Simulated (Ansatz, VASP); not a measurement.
**Zr2BN3 in VASP and in Ansatz**

```xyz
6
Lattice="3.1866 0.0000 0.0000 0.0000 3.1866 0.0000 0.0000 0.0000 7.0334" Properties=species:S:1:pos:R:3 pbc="T T T"
Zr    0.0000    1.5933    5.1801
Zr    1.5933    0.0000    1.8533
B     0.0000    0.0000    0.0000
N     1.5933    1.5933    0.0000
N     0.0000    1.5933    2.6973
N     1.5933    0.0000    4.3361
```

Change from the starting cell: species swapped into the Zr2CuSb3 type (P-4m2, No. 115).

Alike in both runs: task relaxation of cell and atoms; functional PBE; k mesh 6 × 6 × 4; occupations gaussian, width 0.1 eV; no spin polarisation.

|  | VASP | Ansatz |
| --- | --- | --- |
| version | VASP 6.6.1 | Ansatz 0.2.0 |
| potentials or method | VASP PAW PBE potentials, release 64 (Zr_sv, B, N), cutoff 600 eV | scalar-relativistic, plane waves, PAW |
| valence electrons in the cell | 42 | 42 |

Ansatz gave:

- gap on the k mesh at the Fermi level, each at its own relaxed structure (eV): none
- relaxed volume (Å³/atom): 10.61
- relaxed length of the cell vector where the two differ most in proportion (Å): 6.787

Problem. What did VASP give for the same quantities?

Solution. gap on the k mesh at the Fermi level, each at its own relaxed structure (eV): none; relaxed volume (Å³/atom): 10.60; relaxed length of the cell vector where the two differ most in proportion (Å): 6.777.

A gap of «none» marks a metal or a gap that the smearing closes.
